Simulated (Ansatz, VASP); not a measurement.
## Two plane-wave programs on Ag

```
CELL_PARAMETERS angstrom
0.00000 2.00105 2.00105
2.00105 0.00000 2.00105
2.00105 2.00105 0.00000
ATOMIC_POSITIONS crystal
Ag 0.00000 0.00000 0.00000
```

Alike in both runs: task single point; functional B3LYP5; k mesh 6 × 6 × 6; occupations fermi-dirac, width 0.05 eV; no spin polarisation.

|  | VASP | Ansatz |
| --- | --- | --- |
| version | VASP 6.6.1 | Ansatz 0.2.0 |
| potentials or method | VASP PAW PBE potentials, release 64 (Ag) | Ansatz PAW |
| plane-wave cutoff (eV) | 520 | 420 |
| valence electrons in the cell | 11 | 19 |

Ansatz gave:

| Property | Result |
| --- | --- |
| gap on the k mesh at the Fermi level (eV) | none |
| pressure (GPa) | 20.3 |

Q: Which values does VASP return?

A: gap on the k mesh at the Fermi level (eV): none; pressure (GPa): 20.4.

VASP's potentials were made for PBE, not for B3LYP5. A gap of «none» marks a metal or a gap that the smearing closes. VASP's potentials hold 11 valence electrons a cell and Ansatz's 19, so a difference there can come from the potentials and not from the codes.

The k mesh is coarse, so the values compare programs but aren't converged.
